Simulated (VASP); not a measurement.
# AlH7 (P4/m) in VASP: single point with PBE

Aim: the single point of AlH7 with PBE.

All numbers are computed with VASP 6.6.1; they aren't measurements. Logs are shortened: lines on timing, memory, paths and dates and some standing lists are left out, and cuts for length are marked.

### 1 The cell of the first run

The typed cell holds 8 atoms: a = 4.808 Å, b = 4.808 Å, c = 3.576 Å, α = 90.00°, β = 90.00°, γ = 90.00°.

### 2 Single point, PBE

The input, INCAR:

```
PREC = Accurate
ENCUT = 500
EDIFF = 1E-6
ISMEAR = 0
SIGMA = 0.2
LREAL = False
LASPH = True
NELM = 120
ALGO = Normal
ISIF = 2
LWAVE = False
LCHARG = True
GGA = PE
LELF = True
LVHAR = True
NBANDS = 15
GGA_COMPAT = False
```

The input, KPOINTS:

```
regular mesh
0
Gamma
  4 4 5
```

The input, POSCAR:

```
AlH7
1.0
    4.8079958915      0.0000000000      0.0000000000
    0.0000000000      4.8079958915      0.0000000000
    0.0000000000      0.0000000000      3.5763657420
Al H
1 7
Direct
    0.0000000000      0.0000000000      0.0000000000
    0.5000000000      0.5000000000      0.3951341535
    0.5000000000      0.5000000000      0.6048658465
   -0.0008652829      0.5915421320      0.0000000000
    1.0008652829      0.4084578680      0.0000000000
    0.4084578680     -0.0008652829      0.0000000000
    0.5915421320      1.0008652829      0.0000000000
    0.0000000000      0.0000000000      0.5000000000
```

Potentials or basis: VASP PAW PBE potentials, release 64 (Al, H).

Command:

```console
$ cat potpaw_PBE.64/Al/POTCAR potpaw_PBE.64/H/POTCAR > POTCAR
$ mpirun -np 1 vasp_std > vasp.out
```

OUTCAR:

```text
PREC = Accurate
   ENCUT = 500
   EDIFF = 1E-6
   ISMEAR = 0
   LREAL = False
   LASPH = True
   NELM = 120
   ISIF = 2
   GGA = PE

 ion  position               nearest neighbor table
   1  0.000  0.000  0.000-   8 1.79   8 1.79   6 1.96   7 1.96   4 1.96   5 1.96
   2  0.500  0.500  0.395-   3 0.75
   3  0.500  0.500  0.605-   2 0.75
   4  0.999  0.592  0.000-   5 0.88   1 1.96
   5  0.001  0.408  0.000-   4 0.88   1 1.96
   6  0.408  0.999  0.000-   7 0.88   1 1.96
   7  0.592  0.001  0.000-   6 0.88   1 1.96
   8  0.000  0.000  0.500-   1 1.79   1 1.79

  LATTYP: Found a simple tetragonal cell.
 ALAT       =     4.8079958915
 C/A-ratio  =     0.7438371044

  Lattice vectors:

 A1 = (   4.8079958915,   0.0000000000,   0.0000000000)
 A2 = (   0.0000000000,   4.8079958915,   0.0000000000)
 A3 = (   0.0000000000,   0.0000000000,   3.5763657420)

Analysis of symmetry for initial positions (statically):
=====================================================================
 Subroutine PRICEL returns:
 Original cell was already a primitive cell.

 Routine SETGRP: Setting up the symmetry group for a
 simple tetragonal supercell.

 Subroutine GETGRP returns: Found  8 space group operations
 (whereof  8 operations were pure point group operations)
 out of a pool of 16 trial point group operations.

The static configuration has the point symmetry C_4h.

Analysis of symmetry for dynamics (positions and initial velocities):
=====================================================================
 Subroutine PRICEL returns:
 Original cell was already a primitive cell.

 Routine SETGRP: Setting up the symmetry group for a
 simple tetragonal supercell.

 Subroutine GETGRP returns: Found  8 space group operations
 (whereof  8 operations were pure point group operations)
 out of a pool of 16 trial point group operations.

The dynamic configuration has the point symmetry C_4h.

 Subroutine INISYM returns: Found  8 space group operations
 (whereof  8 operations are pure point group operations),
 and found     1 'primitive' translations

----------------------------------------------------------------------------------------

                                     Primitive cell

  volume of cell :      82.6742

  direct lattice vectors                    reciprocal lattice vectors
     4.807995892  0.000000000  0.000000000     0.207986867  0.000000000  0.000000000
     0.000000000  4.807995892  0.000000000     0.000000000  0.207986867  0.000000000
     0.000000000  0.000000000  3.576365742     0.000000000  0.000000000  0.279613460

  length of vectors
     4.807995892  4.807995892  3.576365742     0.207986867  0.207986867  0.279613460

  position of ions in fractional coordinates (direct lattice)
     0.000000000  0.000000000  0.000000000
     0.500000000  0.500000000  0.395134154
     0.500000000  0.500000000  0.604865846
     0.999134717  0.591542132  0.000000000
     0.000865283  0.408457868  0.000000000
     0.408457868  0.999134717  0.000000000
     0.591542132  0.000865283  0.000000000
     0.000000000  0.000000000  0.500000000

  ion indices of the primitive-cell ions
   primitive index   ion index
                 1           1
                 2           2
                 3           3
                 4           4
                 5           5
                 6           6
                 7           7
                 8           8

----------------------------------------------------------------------------------------

 KPOINTS: regular mesh

Automatic generation of k-mesh.
 Grid dimensions read from file:
 generate k-points for:    4    4    5

 Generating k-lattice:

  Cartesian coordinates                     Fractional coordinates (reciprocal lattice)
     0.051996717  0.000000000  0.000000000     0.250000000  0.000000000  0.000000000
     0.000000000  0.051996717  0.000000000     0.000000000  0.250000000  0.000000000
     0.000000000  0.000000000  0.055922692     0.000000000  0.000000000  0.200000000

  Length of vectors
     0.051996717  0.051996717  0.055922692

  Shift w.r.t. Gamma in fractional coordinates (k-lattice)
     0.000000000  0.000000000  0.000000000

 Subroutine IBZKPT returns following result:
 ===========================================

 Found     18 irreducible k-points:

 Following reciprocal coordinates:
            Coordinates               Weight
  0.000000  0.000000  0.000000      1.000000
  0.250000  0.000000  0.000000      4.000000
  0.500000  0.000000  0.000000      2.000000
  0.250000  0.250000  0.000000      4.000000
  0.500000  0.250000  0.000000      4.000000
  0.500000  0.500000  0.000000      1.000000
[... 10 lines left out ...]
  0.500000  0.250000  0.400000      8.000000
  0.500000  0.500000  0.400000      2.000000
   k-points           NKPTS =     18   k-points in BZ     NKDIM =     18   number of bands    NBANDS=     15
   number of dos      NEDOS =    301   number of ions     NIONS =      8
   total plane-waves  NPLWV =  36288
   dimension x,y,z NGX =    36 NGY =   36 NGZ =   28
   dimension x,y,z NGXF=    72 NGYF=   72 NGZF=   56
   ions per type =               1   7
   NGX,Y,Z   is equivalent  to a cutoff of  12.45, 12.45, 13.02 a.u.
   NGXF,Y,Z  is equivalent  to a cutoff of  24.90, 24.90, 26.03 a.u.
 SYSTEM =  unknown system
   PREC   = accura    normal or accurate (medium, high low for compatibility)
   ISTART =      0    job   : 0-new  1-cont  2-samecut
   ICHARG =      2    charge: 1-file 2-atom 10-const
   ISPIN  =      1    spin polarized calculation?
   LNONCOLLINEAR =      F non collinear calculations
   LSORBIT =      F    spin-orbit coupling
   LASPH  =      T    aspherical Exc in radial PAW
   ENCUT  =  500.0 eV  36.75 Ry    6.06 a.u.   8.77  8.77  6.52*2*pi/ulx,y,z
   NELM   =    120;   NELMIN=  2; NELMDL= -5     # of ELM steps
   EDIFF  = 0.1E-05   stopping-criterion for ELM
   LREAL  =      F    real-space projection
   EDIFFG = 0.1E-04   stopping-criterion for IOM
   NSW    =      0    number of steps for IOM
   IBRION =     -1    ionic relax: 0-MD 1-quasi-New 2-CG
   NFREE  =      0    steps in history (QN), initial steepest desc. (CG)
   ISIF   =      2    stress and relaxation
   ISYM   =      2    0-nonsym 1-usesym 2-fastsym
   POTIM  = 0.5000    time-step for ionic-motion
   TEBEG  =    0.0;   TEEND  =   0.0 temperature during run
   PSTRESS=    0.0 pullay stress
   NELECT =      10.0000    total number of electrons
   NUPDOWN=      -1.0000    fix difference up-down
   EMIN   =  10.00;   EMAX   =-10.00  energy-range for DOS
   EFERMI =   0.00;   METHOD = LEGACY
   ISMEAR =     0;   SIGMA  =   0.20  broadening in eV -4-tet -1-fermi 0-gaus
   EFERMI_NEDOS =   21; number of points for ismear=-14 and -15
   IALGO  =     38    algorithm
   IMIX   =      4    mixing-type and parameters
     AMIX     =   0.40;   BMIX     =  1.00
     AMIX_MAG =   1.60;   BMIX_MAG =  1.00
  volume/ion in A,a.u.               =      10.33        69.74
  Fermi-wavevector in a.u.,A,eV,Ry     =   0.809627  1.529973  8.918555  0.655495
  Thomas-Fermi vector in A             =   1.918652
   LORBIT       =      0    0 simple, 1 ext, 2 COOP (PROOUT), +10 PAW based schemes
   GGA     = PE    functional components
   LHFCALC =     F    Hartree Fock is set to
   AEXX    =    0.0000 exact exchange contribution
   IVDW    =     0    specifies the selected vdW correction
   LEPSILON=     F    determine dielectric tensor
   LRPA    =     F    only Hartree local field effects (RPA)
 non-spin polarized calculation
 Gauss-broadening in eV      SIGMA  =   0.20
  energy-cutoff  :      500.00
  volume of cell :       82.67
 maximum number of plane-waves:      2120
 NGX is ok and might be reduce to    36
   NGX = 17   NGY = 17   NGZ = 13

 number of electron       9.9999999 magnetization

 number of electron      10.0000000 magnetization

 Free energy of the ion-electron system (eV)
  ---------------------------------------------------
  ext. energy  EPLUGINS =         0.00000000
  ---------------------------------------------------
  free energy    TOTEN  =       -25.19574409 eV

  energy without entropy =      -25.16808115  energy(sigma->0) =      -25.18191262

 E-fermi :   0.0164     XC(G=0):  -6.9371

 val. band max:       -0.0484916311   @ k =   0.2500   0.0000   0.2000
 cond. band min:       0.1068058054   @ k =   0.0000   0.0000   0.4000
 fundamental gap:      0.1552974364
 Fermi energy:         0.0164152459

 k-point     1 :       0.0000    0.0000    0.0000
  band No.  band energies     occupation
      1      -9.6317      2.00000
      2      -6.7134      2.00000
      3      -6.4302      2.00000
      4      -4.2455      2.00000
      5      -0.7151      2.00000
      6      -0.7151      2.00000
      7       4.1281      0.00000
      8       5.4436      0.00000
      9       7.1967      0.00000
     10       7.1967      0.00000
     11       8.3015      0.00000
     12       8.5628      0.00000
     13       9.2011      0.00000
     14      11.2224      0.00000
     15      11.5602      0.00000
[... 289 lines left out ...]
 k-point    18 :       0.5000    0.5000    0.4000
  band No.  band energies     occupation
      1      -7.2969      2.00000
      2      -7.2969      2.00000
      3      -6.4573      2.00000
      4      -5.5419      2.00000
      5      -3.3195      2.00000
      6       2.4752      0.00000
      7       3.3585      0.00000
      8       3.3585      0.00000
      9       4.8149      0.00000
     10       6.4692      0.00000
     11       6.4692      0.00000
     12       8.8222      0.00000
     13       9.9387      0.00000
     14      11.9169      0.00000
     15      12.1446      0.00000

------------------------ aborting loop because EDIFF is reached ----------------------------------------

  FORCE on cell =-STRESS in cart. coord.  units (eV):
  Direction    XX          YY          ZZ          XY          YZ          ZX
  --------------------------------------------------------------------------------------
  -------------------------------------------------------------------------------------
  Total       -0.0614869     -0.0614869     -0.1398105      0.0000000      0.0000000      0.0000000
  in kB       -1.1915804     -1.1915804     -2.7094453      0.0000000      0.0000000      0.0000000
  external PRESSURE =      -1.6975354 kB  Pullay stress =       0.0000000 kB

 VOLUME and BASIS-vectors are now :
 -----------------------------------------------------------------------------
  energy-cutoff  :      500.00
  volume of cell :       82.67
      direct lattice vectors                 reciprocal lattice vectors
     4.807995892  0.000000000  0.000000000     0.207986867  0.000000000  0.000000000
     0.000000000  4.807995892  0.000000000     0.000000000  0.207986867  0.000000000
     0.000000000  0.000000000  3.576365742     0.000000000  0.000000000  0.279613460

 POSITION                                       TOTAL-FORCE (eV/Angst)
 -----------------------------------------------------------------------------------
      0.00000      0.00000      0.00000         0.000000      0.000000      0.000000
      2.40400      2.40400      1.41314         0.000000     -0.000000      0.025551
      2.40400      2.40400      2.16322         0.000000      0.000000     -0.025551
      4.80384      2.84413      0.00000         0.008192      0.010980      0.000000
      0.00416      1.96386      0.00000        -0.008192     -0.010980      0.000000
      1.96386      4.80384      0.00000        -0.010980      0.008192     -0.000000
      2.84413      0.00416      0.00000         0.010980     -0.008192     -0.000000
      0.00000      0.00000      1.78818         0.000000      0.000000      0.000000
 -----------------------------------------------------------------------------------
    total drift:                                0.000000     -0.000000     -0.000000

  FREE ENERGIE OF THE ION-ELECTRON SYSTEM (eV)
  ---------------------------------------------------
  free  energy   TOTEN  =       -25.1957440887 eV

  energy  without entropy=      -25.1680811533  energy(sigma->0) =      -25.18191262
```

Wall time 35 s (1 thread of Intel Xeon 8259CL, shared host); peak memory 0.15 GiB.

Results:

- Free energy: -25.1957 eV
- Pressure: -0.2 GPa
- Largest force: 0.026 eV/Å
- Band gap on the k mesh: zero (bands 5 and 6 overlap by 1.68 eV)

Forces in eV/Å, atoms in the order of the input:
```
Al   0.000  0.000  0.000
H    0.000  0.000  0.026
H    0.000  0.000 -0.026
H    0.008  0.011  0.000
H   -0.008 -0.011  0.000
H   -0.011  0.008  0.000
H    0.011 -0.008  0.000
H    0.000  0.000  0.000
```

Stress tensor (GPa, compression positive):
```
-0.12  0.00  0.00
 0.00 -0.12  0.00
 0.00  0.00 -0.27
```

The gap in the log of VASP goes by the Fermi energy; the results here count the filled bands.